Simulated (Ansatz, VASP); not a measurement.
## Two plane-wave programs on Cs2InAgCl6

Contents of INCAR:

```
  PREC = Accurate
  ENCUT = 500
  EDIFF = 1E-6
  ISMEAR = 0
  SIGMA = 0.01
  LREAL = F
  LASPH = T
  NELM = 120
  ALGO = Normal
  ISIF = 2
  LWAVE = F
  LCHARG = F
  GGA = CA
  NBANDS = 53
  GGA_COMPAT = F
```

Contents of KPOINTS:

```
Automatic mesh
0
Gamma
  4 4 4
```

POSCAR

```
Cs2InAgCl6
1.0
    0.0000000000      5.3622207911      5.3622207911
    5.3622207911      0.0000000000      5.3622207911
    5.3622207911      5.3622207911      0.0000000000
Cs In Ag Cl
2 1 1 6
Direct
    0.2500000000      0.2500000000      0.2500000000
    0.7500000000      0.7500000000      0.7500000000
    0.0000000000      0.0000000000      0.0000000000
    0.5000000000      0.5000000000      0.5000000000
    0.7602100000      0.2397900000      0.2397900000
    0.2397900000      0.7602100000      0.2397900000
    0.2397900000      0.7602100000      0.7602100000
    0.7602100000      0.2397900000      0.7602100000
    0.2397900000      0.2397900000      0.7602100000
    0.7602100000      0.7602100000      0.2397900000
```

Input for Ansatz:

```yaml
crystal:
  lattice:
    - [0.0, 5.362220791097932, 5.362220791097932]
    - [5.362220791097932, 0.0, 5.362220791097932]
    - [5.362220791097932, 5.362220791097932, 0.0]
  atoms:
    - { symbol: Cs, position: [0.25, 0.25, 0.25] }
    - { symbol: Cs, position: [0.75, 0.75, 0.75] }
    - { symbol: In, position: [0.0, 0.0, 0.0] }
    - { symbol: Ag, position: [0.5, 0.5, 0.5] }
    - { symbol: Cl, position: [0.76021, 0.23979, 0.23979] }
    - { symbol: Cl, position: [0.23979, 0.76021, 0.23979] }
    - { symbol: Cl, position: [0.23979, 0.76021, 0.76021] }
    - { symbol: Cl, position: [0.76021, 0.23979, 0.76021] }
    - { symbol: Cl, position: [0.23979, 0.23979, 0.76021] }
    - { symbol: Cl, position: [0.76021, 0.76021, 0.23979] }
basis:
  ecutwfc: 500.0
kpoints:
  mp_grid:
    grid: [4, 4, 4]
hamiltonian:
  xc: lda
  pseudopotentials:
    kind: paw
scf:
  occupations:
    method: fixed
output:
  stress: true
```

Alike in both runs: task single point; functional LDA; k mesh 4 × 4 × 4; no spin polarisation.

```csv
,VASP,Ansatz
version,VASP 6.6.1,Ansatz 0.2.0
potentials or method,"VASP PAW LDA potentials, release 64 (Cs_sv, In_d, Ag, Cl), cutoff 500 eV","plane waves, PAW"
occupations,"gaussian, width 0.01 eV",fixed
valence electrons in the cell,84,92
```

|  | VASP | Ansatz | Ansatz less VASP |
| --- | --- | --- | --- |
| pressure (GPa) | -4.0 | -4.0 | +0.02 |

LDA's correlation is that of Perdew and Zunger in VASP and of Perdew and Wang (1992) in Ansatz. VASP's potentials hold 84 valence electrons a cell and Ansatz's 92, so a difference there can come from the potentials and not from the codes.

Spin-orbit coupling is off throughout.
